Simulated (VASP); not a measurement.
# Sb (R-3m) in VASP: notebook, part 3 of 4

VASP 6.6.1.

### Step 4. Electric field gradients, PBEsol (zz strain of -3 %)

File INCAR:

```
SYSTEM = Sb
ALGO = Normal
EDIFF = 1E-8
ENCUT = 400
GGA = PS
GGA_COMPAT = .FALSE.
ISIF = 2
ISMEAR = -1
LASPH = .TRUE.
LCHARG = .FALSE.
LEFG = .TRUE.
LREAL = .FALSE.
LWAVE = .FALSE.
NBANDS = 12
NELM = 120
PREC = Accurate
SIGMA = 0.05
```

File KPOINTS:

```
k-points
0
G
  9 9 9
  0 0 0
```

File POSCAR:

```
Sb
1.0
    2.1506003320      1.2416496806      3.6316800000
   -2.1506003320      1.2416496806      3.6316800000
    0.0000000000     -2.4832993611      3.6316800000
Sb
2
Direct
    0.2336400000      0.2336400000      0.2336400000
    0.7663600000      0.7663600000      0.7663600000
```

Potentials or basis: VASP PAW PBE potentials, release 64 (Sb).

Run with:

```console
> cat potpaw_PBE.64/Sb/POTCAR > POTCAR
> mpirun -np 1 vasp_std > vasp.out
```

OUTCAR:

```text
SYSTEM = Sb
   EDIFF = 1E-8
   ENCUT = 400
   GGA = PS
   ISIF = 2
   ISMEAR = -1
   LASPH = .TRUE.
   LREAL = .FALSE.
   NELM = 120
   PREC = Accurate

 ion  position               nearest neighbor table
   1  0.234  0.234  0.234-   2 2.88   2 2.88   2 2.88   2 3.30   2 3.30   2 3.30
   2  0.766  0.766  0.766-   1 2.88   1 2.88   1 2.88   1 3.30   1 3.30   1 3.30

  LATTYP: Found a trigonal (rhomboedric) cell.
 ALAT       =     4.3995312636
 COS(alpha) =     0.5221004778

  Lattice vectors:

 A1 = (   2.1506003320,   1.2416496806,   3.6316800000)
 A2 = (  -2.1506003320,   1.2416496806,   3.6316800000)
 A3 = (   0.0000000000,  -2.4832993611,   3.6316800000)

Analysis of symmetry for initial positions (statically):
=====================================================================
 Subroutine PRICEL returns:
 Original cell was already a primitive cell.

 Routine SETGRP: Setting up the symmetry group for a
 trigonal (rhombohedral) supercell.

 Subroutine GETGRP returns: Found 12 space group operations
 (whereof 12 operations were pure point group operations)
 out of a pool of 12 trial point group operations.

The static configuration has the point symmetry D_3d.

Analysis of symmetry for dynamics (positions and initial velocities):
=====================================================================
 Subroutine PRICEL returns:
 Original cell was already a primitive cell.

 Routine SETGRP: Setting up the symmetry group for a
 trigonal (rhombohedral) supercell.

 Subroutine GETGRP returns: Found 12 space group operations
 (whereof 12 operations were pure point group operations)
 out of a pool of 12 trial point group operations.

The dynamic configuration has the point symmetry D_3d.

 Subroutine INISYM returns: Found 12 space group operations
 (whereof 12 operations are pure point group operations),
 and found     1 'primitive' translations

----------------------------------------------------------------------------------------

                                     Primitive cell

  volume of cell :      58.1859

  direct lattice vectors                    reciprocal lattice vectors
     2.150600332  1.241649681  3.631680000     0.232493222  0.134230024  0.091784886
    -2.150600332  1.241649681  3.631680000    -0.232493222  0.134230024  0.091784886
     0.000000000 -2.483299361  3.631680000     0.000000000 -0.268460048  0.091784886

  length of vectors
     4.399531264  4.399531264  4.399531264     0.283716871  0.283716871  0.283716871

  position of ions in fractional coordinates (direct lattice)
     0.233640000  0.233640000  0.233640000
     0.766360000  0.766360000  0.766360000

  ion indices of the primitive-cell ions
   primitive index   ion index
                 1           1
                 2           2

----------------------------------------------------------------------------------------

 KPOINTS: k-points

[... 78 lines left out ...]
   NELECT =      10.0000    total number of electrons
   NUPDOWN=      -1.0000    fix difference up-down
   EMIN   =  10.00;   EMAX   =-10.00  energy-range for DOS
   EFERMI =   0.00;   METHOD = LEGACY
   ISMEAR =    -1;   SIGMA  =   0.05  broadening in eV -4-tet -1-fermi 0-gaus
   EFERMI_NEDOS =   21; number of points for ismear=-14 and -15
   IALGO  =     38    algorithm
   IMIX   =      4    mixing-type and parameters
     AMIX     =   0.40;   BMIX     =  1.00
     AMIX_MAG =   1.60;   BMIX_MAG =  1.00
  volume/ion in A,a.u.               =      29.09       196.33
  Fermi-wavevector in a.u.,A,eV,Ry     =   0.910197  1.720024 11.271875  0.828459
  Thomas-Fermi vector in A             =   2.034331
   LORBIT       =      0    0 simple, 1 ext, 2 COOP (PROOUT), +10 PAW based schemes
   GGA     = PS    functional components
   LHFCALC =     F    Hartree Fock is set to
   AEXX    =    0.0000 exact exchange contribution
   IVDW    =     0    specifies the selected vdW correction
   LEPSILON=     F    determine dielectric tensor
   LRPA    =     F    only Hartree local field effects (RPA)
 non-spin polarized calculation
  energy-cutoff  :      400.00
  volume of cell :       58.19
 maximum number of plane-waves:      1066
 NGX is ok and might be reduce to    30
   NGX = 15   NGY = 15   NGZ = 15

 number of electron      10.0000001 magnetization

 Free energy of the ion-electron system (eV)
  ---------------------------------------------------
  ext. energy  EPLUGINS =         0.00000000
  ---------------------------------------------------
  free energy    TOTEN  =        -9.10146150 eV

  energy without entropy =       -9.09931340  energy(sigma->0) =       -9.10038745

 E-fermi :   7.5694     XC(G=0):  -9.8270

 val. band max:        7.5633562607   @ k =   0.3333   0.1111   0.1111
 cond. band min:       7.5884250465   @ k =   0.4444   0.0000  -0.0000
 fundamental gap:      0.0250687858
 Fermi energy:         7.5694117849

 k-point     1 :       0.0000    0.0000    0.0000
  band No.  band energies     occupation
      1      -5.4121      2.00000
      2       3.0393      2.00000
      3       5.6274      2.00000
      4       5.6274      2.00000
      5       5.6981      2.00000
      6       9.7232      0.00000
      7      10.3877      0.00000
      8      10.3877      0.00000
      9      12.5089      0.00000
     10      12.5089      0.00000
     11      12.8809      0.00000
     12      13.9642      0.00000
[... 331 lines left out ...]
 k-point    24 :       0.4444    0.4444   -0.0000
  band No.  band energies     occupation
      1      -3.0723      2.00000
      2      -0.3227      2.00000
      3       2.1138      2.00000
      4       3.7038      2.00000
      5       3.8363      2.00000
      6       8.9828      0.00000
      7      12.7305      0.00000
      8      13.1768      0.00000
      9      14.4837      0.00000
     10      16.2936      0.00000
     11      17.3413      0.00000
     12      18.5734      0.00000

 [... further k-points ...]
[... 5 lines left out ...]
  --------------------------------------------------------------------------------------
  -------------------------------------------------------------------------------------
  Total        0.8046435      0.8046435      0.9169853      0.0000000      0.0000000      0.0000000
  in kB       22.1562621     22.1562621     25.2496479      0.0000000      0.0000000      0.0000000
  external PRESSURE =      23.1873907 kB  Pullay stress =       0.0000000 kB

 VOLUME and BASIS-vectors are now :
 -----------------------------------------------------------------------------
  energy-cutoff  :      400.00
  volume of cell :       58.19
      direct lattice vectors                 reciprocal lattice vectors
     2.150600332  1.241649681  3.631680000     0.232493222  0.134230024  0.091784886
    -2.150600332  1.241649681  3.631680000    -0.232493222  0.134230024  0.091784886
     0.000000000 -2.483299361  3.631680000     0.000000000 -0.268460048  0.091784886

 POSITION                                       TOTAL-FORCE (eV/Angst)
 -----------------------------------------------------------------------------------
      0.00000      0.00000      2.54552         0.000000      0.000000      0.392586
      0.00000      0.00000      8.34952         0.000000     -0.000000     -0.392586
 -----------------------------------------------------------------------------------
    total drift:                                0.000000     -0.000000      0.000000

  FREE ENERGIE OF THE ION-ELECTRON SYSTEM (eV)
  ---------------------------------------------------
  free  energy   TOTEN  =        -9.1014615048 eV

  energy  without entropy=       -9.0993133999  energy(sigma->0) =       -9.10038745

 Electric field gradients (V/A^2)
---------------------------------------------------------------------
 ion       V_xx      V_yy      V_zz      V_xy      V_xz      V_yz
---------------------------------------------------------------------
   1      26.177    26.177   -52.354     0.000    -0.000    -0.000
   2      26.177    26.177   -52.354     0.000    -0.000    -0.000
---------------------------------------------------------------------

 Electric field gradients after diagonalization (V/A^2)
 (convention: |V_zz| > |V_xx| > |V_yy|)
----------------------------------------------------------------------
 ion       V_xx      V_yy      V_zz     asymmetry (V_yy - V_xx)/ V_zz
----------------------------------------------------------------------
   1      26.177    26.177   -52.354       0.000
   2      26.177    26.177   -52.354       0.000
----------------------------------------------------------------------

           NMR quadrupolar parameters

 Cq : quadrupolar parameter    Cq=e*Q*V_zz/h
 eta: asymmetry parameters     (V_yy - V_xx)/ V_zz
 Q  : nuclear electric quadrupole moment in mb (millibarn)
----------------------------------------------------------------------
 ion       Cq(MHz)       eta       Q (mb)
----------------------------------------------------------------------
   1      -0.127       0.000       1.000
   2      -0.127       0.000       1.000
----------------------------------------------------------------------
```

OSZICAR:

```text
N       E                     dE             d eps       ncg     rms          rms(c)
DAV:   1     0.281567035612E+02    0.28157E+02   -0.30911E+03  2040   0.532E+02
DAV:   2    -0.750661307757E+01   -0.35663E+02   -0.34108E+02  2740   0.979E+01
DAV:   3    -0.910635583610E+01   -0.15997E+01   -0.15878E+01  2500   0.228E+01
DAV:   4    -0.911997826601E+01   -0.13622E-01   -0.13619E-01  2388   0.258E+00
DAV:   5    -0.912013760277E+01   -0.15934E-03   -0.15933E-03  2520   0.302E-01    0.308E+00
DAV:   6    -0.910832079589E+01    0.11817E-01   -0.29656E-03  2388   0.288E-01    0.186E+00
DAV:   7    -0.910143325598E+01    0.68875E-02   -0.69701E-03  2360   0.441E-01    0.519E-02
DAV:   8    -0.910145386671E+01   -0.20611E-04   -0.22445E-04  2428   0.940E-02    0.185E-02
DAV:   9    -0.910146194569E+01   -0.80790E-05   -0.18790E-05  2496   0.249E-02    0.805E-03
DAV:  10    -0.910146140806E+01    0.53763E-06   -0.18791E-06  2436   0.731E-03    0.106E-03
DAV:  11    -0.910146147213E+01   -0.64063E-07   -0.19290E-07  2464   0.265E-03    0.540E-04
DAV:  12    -0.910146148756E+01   -0.15430E-07   -0.15221E-08  2052   0.635E-04    0.127E-04
DAV:  13    -0.910146150644E+01   -0.18880E-07   -0.18112E-09  1356   0.260E-04    0.524E-05
DAV:  14    -0.910146150484E+01    0.16000E-08   -0.24339E-10  1268   0.108E-04
   1 F= -.91014615E+01 E0= -.91003875E+01  d E =-.214810E-02
```

Wall time 21 s (1 thread of Intel Xeon 6975P-C (Granite Rapids), shared host); peak memory 0.18 GiB.

What came out:

| Property | Result |
| --- | --- |
| Free energy | -9.1015 eV |
| Pressure | 2.3 GPa |
| Largest force | 0.393 eV/Å |
| Band gap on the k mesh | 0.03 eV, indirect (least direct gap 0.44 eV) |

Forces in eV/Å, atoms in the order of the input:
```
Sb   0.000  0.000  0.393
Sb   0.000  0.000 -0.393
```

Electric field gradients, principal values (V/Å²):
| atom | least | middle | greatest (by size) |
| --- | --- | --- | --- |
| 1 Sb | 26.177 | 26.177 | -52.354 |
| 2 Sb | 26.177 | 26.177 | -52.354 |

Caveat: the cell differs from its parent crystal (zz strain of -3 %); without QUAD_EFG the Cq values of the log hold for a quadrupole moment of 1 mb, not for the nuclei; the PAW data sets were made with another functional, which shifts forces and pressure a little; spin-orbit coupling is left out, which moves the levels of the heavy elements. A k mesh can miss the band edges.

(Part 3 of 4 ends here.)
